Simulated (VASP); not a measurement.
# Nb2Br (R-3m) in VASP: notebook

Runs on Nb2Br. Level: PBE. Tasks: single point, relaxation of cell and atoms.

Program: VASP 6.6.1. These are calculated values, not measurements. Logs are shortened: lines on timing, memory, paths and dates and some standing lists are left out, and cuts for length are marked.

## Step 1: The cell of the first run

Symmetry: R-3m, No. 166, trigonal system. Conventional cell: a = 3.305 Å, b = 3.305 Å, c = 19.263 Å, α = 90.00°, β = 90.00°, γ = 120.00°. Within 3.5 Å of Nb (site symmetry 3m) lie 9 Nb at 2.69 to 3.31 Å and 3 Br at 2.96 Å. Within 3.9 Å of Br (site symmetry -3m) lie 6 Nb at 2.96 Å and 6 Br at 3.31 Å.

## Step 2: Single point, PBE

The input, INCAR:

```
SYSTEM = Nb2Br
PREC     = Accurate       ! precision mode
ENCUT    = 520            ! plane-wave cutoff, eV
EDIFF    = 1E-6           ! SCF threshold, eV
ISMEAR   = 0              ! smearing method
SIGMA    = 0.1            ! smearing width, eV
LREAL    = .False.        ! projectors in reciprocal space
LASPH    = .True.         ! aspherical terms in the spheres
NELM     = 80             ! most SCF steps
ALGO     = Normal         ! electronic algorithm
ISIF     = 2              ! what is computed and relaxed
LWAVE    = .False.        ! write WAVECAR
LCHARG   = .True.         ! write CHGCAR
GGA      = PE             ! functional
LELF     = .True.         ! ELF
LVHAR    = .True.       
NBANDS   = 24             ! bands
```

The input, KPOINTS:

```
Automatic mesh
0
Gamma
  6 6 6
  0 0 0
```

The input, POSCAR:

```
Nb2Br
1.0
    1.6526741517      0.9541718664      6.4210495326
   -1.6526741517      0.9541718664      6.4210495326
    0.0000000000     -1.9083437328      6.4210495325
Nb Br
2 1
Direct
    0.7841763441      0.7841763441      0.7841763441
    0.2158236559      0.2158236559      0.2158236559
    0.0000000000      0.0000000000      0.0000000000
```

Potentials or basis: VASP PAW PBE potentials, release 64 (Nb_sv, Br).

Run with:

```
cat potpaw_PBE.64/Nb_sv/POTCAR potpaw_PBE.64/Br/POTCAR > POTCAR
mpirun -np 1 vasp_std > vasp.out
```

OUTCAR:

```text
SYSTEM = Nb2Br
   PREC = Accurate
   ENCUT = 520
   EDIFF = 1E-6
   ISMEAR = 0
   LREAL = .False.
   LASPH = .True.
   NELM = 80
   ISIF = 2
   GGA = PE

 ion  position               nearest neighbor table
   1  0.784  0.784  0.784-   2 2.69   2 2.69   2 2.69
   2  0.216  0.216  0.216-   1 2.69   1 2.69   1 2.69
   3  0.000  0.000  0.000-

  LATTYP: Found a trigonal (rhomboedric) cell.
 ALAT       =     6.6986306737
 COS(alpha) =     0.8782602523

  Lattice vectors:

 A1 = (   1.6526741517,   0.9541718664,   6.4210495326)
 A2 = (  -1.6526741517,   0.9541718664,   6.4210495326)
 A3 = (   0.0000000000,  -1.9083437328,   6.4210495325)

Analysis of symmetry for initial positions (statically):
=====================================================================
 Subroutine PRICEL returns:
 Original cell was already a primitive cell.

 Routine SETGRP: Setting up the symmetry group for a
 trigonal (rhombohedral) supercell.

 Subroutine GETGRP returns: Found 12 space group operations
 (whereof 12 operations were pure point group operations)
 out of a pool of 12 trial point group operations.

The static configuration has the point symmetry D_3d.

Analysis of symmetry for dynamics (positions and initial velocities):
=====================================================================
 Subroutine PRICEL returns:
 Original cell was already a primitive cell.

 Routine SETGRP: Setting up the symmetry group for a
 trigonal (rhombohedral) supercell.

 Subroutine GETGRP returns: Found 12 space group operations
 (whereof 12 operations were pure point group operations)
 out of a pool of 12 trial point group operations.

The dynamic configuration has the point symmetry D_3d.

 Subroutine INISYM returns: Found 12 space group operations
 (whereof 12 operations are pure point group operations),
 and found     1 'primitive' translations

----------------------------------------------------------------------------------------

                                     Primitive cell

  volume of cell :      60.7535

  direct lattice vectors                    reciprocal lattice vectors
     1.652674152  0.954171866  6.421049533     0.302539977  0.174671537  0.051912593
    -1.652674152  0.954171866  6.421049533    -0.302539977  0.174671537  0.051912593
     0.000000000 -1.908343733  6.421049532     0.000000000 -0.349343074  0.051912593

  length of vectors
     6.698630674  6.698630674  6.698630674     0.353179134  0.353179134  0.353179134

  position of ions in fractional coordinates (direct lattice)
     0.784176344  0.784176344  0.784176344
     0.215823656  0.215823656  0.215823656
     0.000000000  0.000000000  0.000000000

  ion indices of the primitive-cell ions
   primitive index   ion index
                 1           1
                 2           2
                 3           3

----------------------------------------------------------------------------------------

 KPOINTS: Automatic mesh

Automatic generation of k-mesh.
 Grid dimensions read from file:
 generate k-points for:    6    6    6

 Generating k-lattice:

  Cartesian coordinates                     Fractional coordinates (reciprocal lattice)
     0.050423330  0.029111923  0.008652099     0.166666667 -0.000000000  0.000000000
    -0.050423330  0.029111923  0.008652099    -0.000000000  0.166666667  0.000000000
     0.000000000 -0.058223846  0.008652099     0.000000000  0.000000000  0.166666667

  Length of vectors
     0.058863189  0.058863189  0.058863189

  Shift w.r.t. Gamma in fractional coordinates (k-lattice)
     0.000000000  0.000000000  0.000000000

 Subroutine IBZKPT returns following result:
 ===========================================

 Found     32 irreducible k-points:

 Following reciprocal coordinates:
            Coordinates               Weight
  0.000000  0.000000  0.000000      1.000000
  0.166667 -0.000000  0.000000      6.000000
  0.333333 -0.000000  0.000000      6.000000
  0.500000 -0.000000  0.000000      3.000000
  0.166667  0.166667  0.000000      6.000000
  0.333333  0.166667  0.000000     12.000000
[... 16 lines left out ...]
  0.500000  0.500000  0.166667      6.000000
 -0.333333  0.500000  0.166667     12.000000
 [... further k-points ...]
   k-points           NKPTS =     32   k-points in BZ     NKDIM =     32   number of bands    NBANDS=     24
   number of dos      NEDOS =    301   number of ions     NIONS =      3
   total plane-waves  NPLWV = 125000
   dimension x,y,z NGX =    50 NGY =   50 NGZ =   50
   dimension x,y,z NGXF=   100 NGYF=  100 NGZF=  100
   ions per type =               2   1
   NGX,Y,Z   is equivalent  to a cutoff of  12.41, 12.41, 12.41 a.u.
   NGXF,Y,Z  is equivalent  to a cutoff of  24.82, 24.82, 24.82 a.u.
 SYSTEM =  Nb2Br
   PREC   = accura    normal or accurate (medium, high low for compatibility)
   ISTART =      0    job   : 0-new  1-cont  2-samecut
   ICHARG =      2    charge: 1-file 2-atom 10-const
   ISPIN  =      1    spin polarized calculation?
   LNONCOLLINEAR =      F non collinear calculations
   LSORBIT =      F    spin-orbit coupling
   LASPH  =      T    aspherical Exc in radial PAW
   ENCUT  =  520.0 eV  38.22 Ry    6.18 a.u.  12.46 12.46 12.46*2*pi/ulx,y,z
   NELM   =     80;   NELMIN=  2; NELMDL= -5     # of ELM steps
   EDIFF  = 0.1E-05   stopping-criterion for ELM
   LREAL  =      F    real-space projection
   EDIFFG = 0.1E-04   stopping-criterion for IOM
   NSW    =      0    number of steps for IOM
   IBRION =     -1    ionic relax: 0-MD 1-quasi-New 2-CG
   NFREE  =      0    steps in history (QN), initial steepest desc. (CG)
   ISIF   =      2    stress and relaxation
   ISYM   =      2    0-nonsym 1-usesym 2-fastsym
   POTIM  = 0.5000    time-step for ionic-motion
   TEBEG  =    0.0;   TEEND  =   0.0 temperature during run
   PSTRESS=    0.0 pullay stress
   NELECT =      33.0000    total number of electrons
   NUPDOWN=      -1.0000    fix difference up-down
   EMIN   =  10.00;   EMAX   =-10.00  energy-range for DOS
   EFERMI =   0.00;   METHOD = LEGACY
   ISMEAR =     0;   SIGMA  =   0.10  broadening in eV -4-tet -1-fermi 0-gaus
   EFERMI_NEDOS =   21; number of points for ismear=-14 and -15
   IALGO  =     38    algorithm
   IMIX   =      4    mixing-type and parameters
     AMIX     =   0.40;   BMIX     =  1.00
     AMIX_MAG =   1.60;   BMIX_MAG =  1.00
  volume/ion in A,a.u.               =      20.25       136.66
  Fermi-wavevector in a.u.,A,eV,Ry     =   1.335742  2.524186 24.275590  1.784206
  Thomas-Fermi vector in A             =   2.464422
   LORBIT       =      0    0 simple, 1 ext, 2 COOP (PROOUT), +10 PAW based schemes
   GGA     = PE    functional components
   LHFCALC =     F    Hartree Fock is set to
   AEXX    =    0.0000 exact exchange contribution
   IVDW    =     0    specifies the selected vdW correction
   LEPSILON=     F    determine dielectric tensor
   LRPA    =     F    only Hartree local field effects (RPA)
 non-spin polarized calculation
 Gauss-broadening in eV      SIGMA  =   0.10
  energy-cutoff  :      520.00
  volume of cell :       60.75
 maximum number of plane-waves:      1655
 NGX is ok and might be reduce to    50
   NGX = 25   NGY = 25   NGZ = 25

 number of electron      33.0000001 magnetization

 Free energy of the ion-electron system (eV)
  ---------------------------------------------------
  ext. energy  EPLUGINS =         0.00000000
  ---------------------------------------------------
  free energy    TOTEN  =       -21.67997822 eV

  energy without entropy =      -21.66382127  energy(sigma->0) =      -21.67189974

 E-fermi :   8.8957     XC(G=0): -11.3522

 val. band max:        8.8922265597   @ k =   0.5000   0.5000   0.3333
 cond. band min:       8.9236705902   @ k =   0.3333   0.3333   0.0000
 fundamental gap:      0.0314440305
 Fermi energy:         8.8956919521

 k-point     1 :       0.0000    0.0000    0.0000
  band No.  band energies     occupation
      1     -45.8314      2.00000
      2     -45.5347      2.00000
      3     -22.3278      2.00000
      4     -21.7385      2.00000
      5     -21.7385      2.00000
      6     -21.3797      2.00000
[... 16 lines left out ...]
     23      12.8113      0.00000
     24      14.3826      0.00000

 k-point     2 :       0.1667   -0.0000    0.0000
  band No.  band energies     occupation
      1     -45.8048      2.00000
      2     -45.5431      2.00000
      3     -22.3095      2.00000
      4     -21.9072      2.00000
      5     -21.7840      2.00000
      6     -21.4352      2.00000
[... 16 lines left out ...]
     23      13.0269      0.00000
     24      15.0953      0.00000

 k-point     3 :       0.3333   -0.0000    0.0000
  band No.  band energies     occupation
      1     -45.7414      2.00000
      2     -45.5700      2.00000
      3     -22.2987      2.00000
      4     -22.1627      2.00000
      5     -21.8668      2.00000
      6     -21.4865      2.00000
[... 16 lines left out ...]
     23      13.2873      0.00000
     24      14.2025      0.00000

 k-point     4 :       0.5000   -0.0000    0.0000
  band No.  band energies     occupation
      1     -45.6957      2.00000
      2     -45.5974      2.00000
      3     -22.3098      2.00000
      4     -22.2751      2.00000
      5     -21.9054      2.00000
      6     -21.4402      2.00000
[... 16 lines left out ...]
     23      13.4359      0.00000
     24      14.1436      0.00000

 k-point     5 :       0.1667    0.1667    0.0000
  band No.  band energies     occupation
      1     -45.8048      2.00000
      2     -45.5431      2.00000
      3     -22.3090      2.00000
      4     -21.9078      2.00000
      5     -21.7841      2.00000
      6     -21.4343      2.00000
[... 451 lines left out ...]
 k-point    22 :      -0.1667    0.3333    0.1667
  band No.  band energies     occupation
      1     -45.6960      2.00000
      2     -45.5971      2.00000
      3     -22.2887      2.00000
      4     -22.2260      2.00000
      5     -21.9887      2.00000
      6     -21.4544      2.00000
[... 16 lines left out ...]
     23      13.3472      0.00000
     24      14.7618      0.00000

 k-point    23 :       0.5000    0.5000    0.1667
  band No.  band energies     occupation
      1     -45.7414      2.00000
      2     -45.5700      2.00000
      3     -22.2982      2.00000
      4     -22.1666      2.00000
      5     -21.8672      2.00000
      6     -21.4818      2.00000
[... 16 lines left out ...]
     23      12.8982      0.00000
     24      13.8238      0.00000

 k-point    24 :      -0.3333    0.5000    0.1667
  band No.  band energies     occupation
      1     -45.6959      2.00000
      2     -45.5972      2.00000
      3     -22.2888      2.00000
      4     -22.2278      2.00000
      5     -21.9885      2.00000
      6     -21.4533      2.00000
[... 16 lines left out ...]
     23      13.5266      0.00000
     24      15.0230      0.00000

 [... further k-points ...]
[... 5 lines left out ...]
  --------------------------------------------------------------------------------------
  -------------------------------------------------------------------------------------
  Total       -0.0619821     -0.0619821      0.0396766      0.0000000     -0.0000000      0.0000000
  in kB       -1.6345795     -1.6345795      1.0463415      0.0000000     -0.0000000      0.0000000
  external PRESSURE =      -0.7409392 kB  Pullay stress =       0.0000000 kB

 VOLUME and BASIS-vectors are now :
 -----------------------------------------------------------------------------
  energy-cutoff  :      520.00
  volume of cell :       60.75
      direct lattice vectors                 reciprocal lattice vectors
     1.652674152  0.954171866  6.421049533     0.302539977  0.174671537  0.051912593
    -1.652674152  0.954171866  6.421049533    -0.302539977  0.174671537  0.051912593
     0.000000000 -1.908343733  6.421049532     0.000000000 -0.349343074  0.051912593

 POSITION                                       TOTAL-FORCE (eV/Angst)
 -----------------------------------------------------------------------------------
      0.00000      0.00000     15.10571         0.000000     -0.000000      0.003757
      0.00000      0.00000      4.15744         0.000000     -0.000000     -0.003757
      0.00000      0.00000      0.00000         0.000000      0.000000     -0.000000
 -----------------------------------------------------------------------------------
    total drift:                               -0.000000      0.000000     -0.000000

  FREE ENERGIE OF THE ION-ELECTRON SYSTEM (eV)
  ---------------------------------------------------
  free  energy   TOTEN  =       -21.6799782186 eV

  energy  without entropy=      -21.6638212682  energy(sigma->0) =      -21.67189974
```

Run time: 2.4 min. Hardware: 1 thread of Intel Xeon Platinum 8488C (Sapphire Rapids), shared host; peak memory 0.34 GiB.

Results:

```
Free energy   : -21.6800 eV
Pressure      : -0.1 GPa
Largest force : 0.004 eV/Å
```

Forces in eV/Å, atoms in the order of the input:
```
Nb   0.000  0.000  0.004
Nb   0.000  0.000 -0.004
Br   0.000  0.000  0.000
```

Caveat: the k points lie up to 0.37 Å⁻¹ apart; an odd number of electrons without spin polarisation forces a metal; a magnetic or distorted state may lie lower.

## Step 3: Single point, PBE

This run uses another cell than the first one, of 21.16 Å³/atom, 1.045 times its volume.

The input, INCAR:

```
PREC = Accurate ; ENCUT = 520
EDIFF = 1E-7 ; ISMEAR = 0
SIGMA = 0.1 ; LREAL = F
LASPH = T ; NELM = 80
ALGO = Normal ; ISIF = 2
LWAVE = F ; LCHARG = T
GGA = PE ; LELF = T
LVHAR = T ; NBANDS = 24
```

The input, KPOINTS:

```
Automatic mesh
0
Gamma
  6 6 6
```

The input, POSCAR:

```
Nb2Br
1.0
    1.8240391981      1.0531095220      5.5090649910
   -1.8240391981      1.0531095220      5.5090649910
    0.0000000000     -2.1062190441      5.5090649910
Nb Br
2 1
Direct
    0.7500000000      0.7500000000      0.7500000000
    0.2500000000      0.2500000000      0.2500000000
    0.0000000000      0.0000000000      0.0000000000
```

Potentials or basis: VASP PAW PBE potentials, release 64 (Nb_sv, Br).

Run with:

```
cat potpaw_PBE.64/Nb_sv/POTCAR potpaw_PBE.64/Br/POTCAR > POTCAR
mpirun -np 1 vasp_std > vasp.out
```

Run time: 2.1 min. Hardware: 1 thread of Intel Xeon Platinum 8488C (Sapphire Rapids), shared host; peak memory 0.33 GiB.

Results (log left out):

```
Free energy   : -18.6882 eV
Pressure      : -3.7 GPa
Largest force : 1.578 eV/Å
```

Forces on the atoms (eV/Å):
```
Nb   0.000  0.000  1.578
Nb   0.000  0.000 -1.578
Br   0.000  0.000  0.000
```

Stress tensor (GPa, compression positive):
```
-1.47  0.00  0.00
 0.00 -1.47  0.00
 0.00  0.00 -8.21
```

Levels at points of the mesh, in eV from the Fermi level:
```
           k point  band 14  band 15  band 16  band 17  band 18  band 19
(0.00, 0.00, 0.00)    -1.65    -1.65    -1.03    -0.47    -0.47     0.55
(0.50, 0.00, 0.00)    -1.54    -0.99    -0.12     0.07     0.99     1.17
(0.50, 0.50, 0.00)    -1.63    -0.49     0.38     0.51     0.80     1.47
(0.50, 0.50, 0.50)    -1.50    -1.28    -1.28    -0.70    -0.70     0.22
```

Caveat: an odd number of electrons without spin polarisation forces a metal; a magnetic or distorted state may lie lower.

[end of part 1 of 2]
